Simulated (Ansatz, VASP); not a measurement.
WSe2: VASP beside Ansatz

File INCAR:

```
SYSTEM = WSe2
  PREC = Accurate
  ENCUT = 520
  EDIFF = 1E-7
  ISMEAR = 0
  SIGMA = 0.05
  LREAL = .False.
  LASPH = .True.
  NELM = 60
  ALGO = Normal
  ISIF = 2
  LWAVE = .False.
  LCHARG = .True.
  GGA = PE
  IVDW = 12
  LELF = .True.
  LVHAR = .True.
  NBANDS = 20
```

Contents of KPOINTS:

```
Automatic mesh
0
Gamma
  9 9 2
  0 0 0
```

File POSCAR:

```
WSe2
1.0
    3.3179375931      0.0000000000      0.0000000000
   -1.6589687966      2.9165195174      0.0000000000
    0.0000000000      0.0000000000     16.6581424200
W Se
1 2
Direct
    0.0000000000      0.0000000000      0.0000000000
    0.3333333333      0.6666666667      0.0997865200
    0.3333333333      0.6666666667      0.9002134800
```

Input for Ansatz:

```yaml
crystal:
  lattice:
    - [3.3179375931, 0.0, 0.0]
    - [-1.6589687966, 2.9165195174, 0.0]
    - [0.0, 0.0, 16.65814242]
  atoms:
    - { symbol: W, position: [0.0, 0.0, 0.0] }
    - { symbol: Se, position: [0.3333333333, 0.6666666667, 0.09978652] }
    - { symbol: Se, position: [0.3333333333, 0.6666666667, 0.90021348] }
basis:
  ecutwfc: 420
kpoints:
  mp_grid: { grid: [9, 9, 2] }
hamiltonian:
  xc: pbe
  dispersion: d3bj
scf:
  occupations: { method: gaussian, width: 0.05 }
output:
  forces: true
  stress: true
  eigenvalues: true
```

Change from the starting cell: strain +0.0150 x Voigt [0, 1, 0, 0, 0, 0], atoms carried along.

Alike in both runs: task single point; functional PBE; dispersion D3(BJ); k mesh 9 × 9 × 2; occupations gaussian, width 0.05 eV; no spin polarisation.

```csv
,VASP,Ansatz
version,VASP 6.6.1,Ansatz 0.2.0
potentials or method,"VASP PAW PBE potentials, release 64 (W_sv, Se), cutoff 520 eV","scalar-relativistic, plane waves, PAW"
valence electrons in the cell,26,46
```

|  | VASP | Ansatz | Ansatz less VASP |
| --- | --- | --- | --- |
| gap on the k mesh at the Fermi level (eV) | 1.45 | 1.45 | +0.003 |
| least direct gap on the mesh (eV) | 1.45 | 1.45 | +0.003 |
| rms of the force components (eV/Å) | 0.053 | 0.042 | -0.0106 |

Atom by atom the forces differ by 0.021 eV/Å (rms over components). VASP's potentials hold 26 valence electrons a cell and Ansatz's 46, so a difference there can come from the potentials and not from the codes.

Spin-orbit coupling is off throughout.
